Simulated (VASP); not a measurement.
Set up this calculation in VASP 6.6.1, as the native input.

* Task: single point
* Functional: LDA
* Potentials or basis: VASP PAW LDA potentials, release 64 (B, N)
* Cutoff: 600 eV
* k mesh: 9 × 9 × 9
* Occupations: gaussian, width 0.02 eV
* Spin: no spin polarisation
* Dipole correction: no
* Further INCAR settings: ALGO = Normal; EDIFF = 1e-06; NBANDS = 11

The structure of BN (lda) lies in POSCAR:

```
BN
1.0
    0.0286384716      1.7916943772      1.7916943772
    1.7916943772      0.0286384716      1.7916943772
    1.7916943772      1.7916943772      0.0286384716
B N
1 1
Direct
    0.0002453960      0.0002453960      0.0002453960
    0.2497546040      0.2497546040      0.2497546040
```

This cell differs from its parent crystal: strained cell.

One way to write it, as run:

INCAR

```
ALGO     = Normal         # electronic algorithm
EDIFF    = 1E-6           # SCF threshold, eV
ENCUT    = 600            # plane-wave cutoff, eV
GGA_COMPAT= F            
ISIF     = 2              # what is computed and relaxed
ISMEAR   = 0              # smearing method
LASPH    = T              # aspherical terms in the spheres
LCHARG   = F              # write CHGCAR
LREAL    = F              # projectors in reciprocal space
LWAVE    = F              # write WAVECAR
NBANDS   = 11             # bands
NELM     = 120            # most SCF steps
PREC     = Accurate       # precision mode
SIGMA    = 0.02           # smearing width, eV
```

KPOINTS

```
k-points
0
Gamma
  9 9 9
```

Potentials or basis: VASP PAW LDA potentials, release 64 (B, N).

Launch:

```sh
$ cat potpaw_LDA.64/B/POTCAR potpaw_LDA.64/N/POTCAR > POTCAR
$ mpirun -np 1 vasp_std > vasp.out
```

Results of the run:

```json
{
 "Pressure": "10.2 GPa",
 "Largest force": "0.007 eV/Å",
 "Band gap on the k mesh": "4.49 eV, indirect (least direct gap 8.33 eV)"
}
```

Caveat: the cell differs from its parent crystal (strained cell).

Run time: 8.9 s on 1 thread of Intel Xeon 8259CL, with other jobs on the host, peak memory 0.12 GiB.
